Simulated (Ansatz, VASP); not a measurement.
**Na in VASP and in Ansatz**

The input INCAR:

```
SYSTEM = Na
ALGO = Fast
EDIFF = 1E-7
ENCUT = 520
ISIF = 2
ISMEAR = 0
LASPH = .True.
LCHARG = .False.
LREAL = .False.
LWAVE = .False.
NBANDS = 10
NELM = 100
PREC = Accurate
SIGMA = 0.15
```

Contents of KPOINTS:

```
k-points
0
Gamma
  18 18 18
  0 0 0
```

File POSCAR:

```
Na
1.0
   -1.6050474180      1.8882910800      2.6372766800
    1.6050474180     -1.8882910800      2.6372766800
    1.6050474180      1.8882910800     -2.6372766800
Na
1
Direct
    0.0000000000      0.0000000000      0.0000000000
```

Input for Ansatz:

```yaml
crystal:
  lattice:
    - [-1.605047418, 1.88829108, 2.63727668]
    - [1.605047418, -1.88829108, 2.63727668]
    - [1.605047418, 1.88829108, -2.63727668]
  atoms:
    - { symbol: Na, position: [0.0, 0.0, 0.0] }
basis:
  ecutwfc: 420
kpoints:
  mp_grid: { grid: [18, 18, 18] }
hamiltonian:
  xc: lda
scf:
  occupations: { method: gaussian, width: 0.15 }
output:
  forces: true
  stress: true
  eigenvalues: true
```

Change from the starting cell: strain -0.1500 x Voigt [1, 0, 0, 0, 0, 0], atoms carried along.

Alike in both runs: task single point; functional LDA; k mesh 18 × 18 × 18; occupations gaussian, width 0.15 eV; no spin polarisation.

```csv
,VASP,Ansatz
version,VASP 6.6.1,Ansatz 0.2.0
potentials or method,"VASP PAW LDA potentials, release 64 (Na_pv), cutoff 520 eV","scalar-relativistic, plane waves, PAW"
valence electrons in the cell,7,9
```

```csv
,VASP,Ansatz,Ansatz less VASP
gap on the k mesh at the Fermi level (eV),none,none,-
pressure (GPa),0.5,0.5,+0.02
"traceless stress, the component that is largest in VASP (GPa)",1.64,1.64,-0.005
```

LDA's correlation is that of Perdew and Zunger in VASP and of Perdew and Wang (1992) in Ansatz. A gap of «none» marks a metal or a gap that the smearing closes. VASP's potentials hold 7 valence electrons a cell and Ansatz's 9, so a difference there can come from the potentials and not from the codes.
